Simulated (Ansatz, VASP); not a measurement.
**Te2Mo: VASP beside Ansatz**

The input INCAR:

```
PREC = Accurate
ENCUT = 520
EDIFF = 1E-6
ISMEAR = 0
SIGMA = 0.05
LREAL = F
LASPH = T
NELM = 60
ALGO = Normal
ISIF = 2
LWAVE = F
LCHARG = F
GGA = PE
IVDW = 12
NBANDS = 20
```

File KPOINTS:

```
Automatic mesh
0
Gamma
  9 9 4
```

POSCAR

```
Te2Mo
1.0
    3.3728278289      0.0000000000      0.0000000000
   -1.6864139145      2.9209545824      0.0000000000
    0.0000000000      0.0000000000      8.1582734926
Te Mo
2 1
Direct
    0.3077295460      0.6154590920      0.7614144829
    0.3589371207      0.7178742414      0.2385855171
    0.0000000000      0.0000000000      0.0000000000
```

Input for Ansatz:

```yaml
crystal:
  lattice:
    - [3.3728278289, 0.0, 0.0]
    - [-1.6864139145, 2.9209545824, 0.0]
    - [0.0, 0.0, 8.1582734926]
  atoms:
    - { symbol: Te, position: [0.307729546, 0.615459092, 0.7614144829] }
    - { symbol: Te, position: [0.3589371207, 0.7178742414, 0.2385855171] }
    - { symbol: Mo, position: [0.0, 0.0, 0.0] }
basis:
  ecutwfc: 420
kpoints:
  mp_grid: { grid: [9, 9, 4] }
hamiltonian:
  xc: pbe
  dispersion: d3bj
scf:
  occupations: { method: gaussian, width: 0.05 }
output:
  forces: true
  stress: true
  eigenvalues: true
```

Change from the starting cell: mode 5 frozen in at -0.155 Å, strain +e along z and -e/2 along x and y +0.0700.

Alike in both runs: task single point; functional PBE; dispersion D3(BJ); k mesh 9 × 9 × 4; occupations gaussian, width 0.05 eV; no spin polarisation.

|  | VASP | Ansatz |
| --- | --- | --- |
| version | VASP 6.6.1 | Ansatz 0.2.0 |
| potentials or method | VASP PAW PBE potentials, release 64 (Te, Mo_sv), cutoff 520 eV | scalar-relativistic, plane waves, PAW |
| valence electrons in the cell | 26 | 46 |

Ansatz gave:

| Property | Result |
| --- | --- |
| gap on the k mesh at the Fermi level (eV) | 0.51 |
| least direct gap on the mesh (eV) | 1.03 |
| pressure (GPa) | -0.5 |
| traceless stress, the component that is largest in VASP (GPa) | -6.70 |
| rms of the force components (eV/Å) | 0.502 |

**Question.** Which values does VASP return?

**Answer.** gap on the k mesh at the Fermi level (eV): 0.51; least direct gap on the mesh (eV): 1.03; pressure (GPa): -0.4; traceless stress, the component that is largest in VASP (GPa): -6.66; rms of the force components (eV/Å): 0.499.

Atom by atom the forces differ by 0.003 eV/Å (rms over components). VASP's potentials hold 26 valence electrons a cell and Ansatz's 46, so a difference there can come from the potentials and not from the codes.

Neither program's run includes spin-orbit coupling.
